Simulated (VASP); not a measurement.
A run of VASP 6.6.1:

The input INCAR:

```
PREC = Accurate
ENCUT = 600
EDIFF = 1E-6
ISMEAR = 0
SIGMA = 0.1
LREAL = F
LASPH = T
NELM = 80
ALGO = Normal
ISIF = 3
LWAVE = F
LCHARG = F
GGA = PS
IBRION = 2
NSW = 80
EDIFFG = -0.01
```

KPOINTS

```
regular mesh
0
Gamma
  10 10 10
```

File POSCAR:

```
Ga3Se
1.0
    4.4324650000      0.0000000000      0.0000000000
    0.0000000000      4.4324650000      0.0000000000
    0.0000000000      0.0000000000      4.4324650000
Ga Se
3 1
Direct
    0.0000000000      0.5000000000      0.5000000000
    0.5000000000      0.0000000000      0.5000000000
    0.5000000000      0.5000000000      0.0000000000
    0.0000000000      0.0000000000      0.0000000000
```

Potentials or basis: VASP PAW PBE potentials, release 64 (Ga_d, Se).

Run with:

```bash
$ cat potpaw_PBE.64/Ga_d/POTCAR potpaw_PBE.64/Se/POTCAR > POTCAR
$ mpirun -np 1 vasp_std > vasp.out
```

Hardware: 1 thread of Intel(R) Xeon(R) 6975P-C (Granite Rapids) (shared host).

How long does it take, and how much memory?

Wall time 2.7 min on 1 thread of Intel(R) Xeon(R) 6975P-C (Granite Rapids) (shared host), peak memory 0.3 GiB. Counts: scf iterations 36, k points 56, ion steps 4.
